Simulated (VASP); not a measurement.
## BAs2: relaxation of cell and atoms with PBE

The system is BAs2.

```
CELL_PARAMETERS angstrom
4.48126 0.00000 0.00000
-2.24063 3.88088 0.00000
0.00000 0.00000 2.82378
ATOMIC_POSITIONS crystal
B 0.00000 0.00000 0.00000
As 0.33333 0.66667 0.50000
As 0.66667 0.33333 0.50000
```

```
Program                : VASP 6.6.1
Task                   : relaxation of cell and atoms
Functional             : PBE
Potentials or basis    : VASP PAW PBE potentials, release 64 (B, As_d)
Cutoff                 : 600 eV
k mesh                 : 6 × 6 × 6
Occupations            : gaussian, width 0.1 eV
Spin                   : no spin polarisation
Dipole correction      : no
Second run             : valence_matched
Further INCAR settings : ALGO = Normal; EDIFF = 1e-07; IBRION = 2; EDIFFG = -0.04; NSW = 90; ISIF = 3
```

* Relaxed volume: 16.62 Å³/atom
* Relaxed cell: a = 4.567 Å, b = 4.567 Å, c = 2.761 Å, α = 90.00°, β = 90.00°, γ = 120.00°
* Space group after relaxing (to 0.05 Å): P6/mmm (No. 191)
* Energy gained by relaxing: 7.2 meV/atom
* Ionic steps: 6
* Pressure after relaxing: -0.1 GPa

Stress tensor (GPa, compression positive):
```
-0.20  0.00  0.00
 0.00 -0.20  0.00
 0.00  0.00  0.07
```

The path:
| step | energy change (eV) | largest force (eV/Å) | pressure (GPa) | volume (Å³) |
| --- | --- | --- | --- | --- |
| 1 | 0.0000 | 0.0000 | 1.25 | 49.11 |
| 2 | -0.0123 | 0.0000 | -0.10 | 50.02 |
| 3 | -0.0154 | 0.0000 | -1.28 | 50.78 |
| 4 | -0.0185 | 0.0000 | -1.03 | 50.60 |
| 5 | -0.0186 | 0.0000 | -1.10 | 50.63 |
| 6 | -0.0216 | 0.0000 | -0.11 | 49.87 |

Final structure:
```yaml
crystal:
  lattice:
    - [4.56725, 0.00000, 0.00000]
    - [-2.28363, 3.95536, 0.00000]
    - [0.00000, 0.00000, 2.76060]
  atoms:
    - { symbol: B, position: [0.00000, 0.00000, 0.00000] }
    - { symbol: As, position: [0.33333, 0.66667, 0.50000] }
    - { symbol: As, position: [0.66667, 0.33333, 0.50000] }
```

Levels at points of the mesh, in eV from the Fermi level:
```csv
k point,band 14,band 15,band 16,band 17,band 18,band 19,band 20
"(0.00, 0.00, 0.00)",-4.80,-4.80,-3.10,-3.10,2.64,6.31,6.47
"(0.50, 0.00, 0.00)",-6.38,0.16,0.53,2.10,2.70,3.37,4.38
"(0.00, 0.00, 0.50)",-2.43,-2.43,-2.20,-1.28,-0.80,0.82,0.82
"(0.50, 0.00, 0.50)",-5.46,-3.38,-3.23,-2.78,0.01,2.66,3.37
```

Run time: 88 s on 1 thread of AMD EPYC 9R45 96-Core Processor (Zen 5), with other jobs on the host, peak memory 0.16 GiB.

Caveat: the k points lie up to 0.38 Å⁻¹ apart in the final cell.
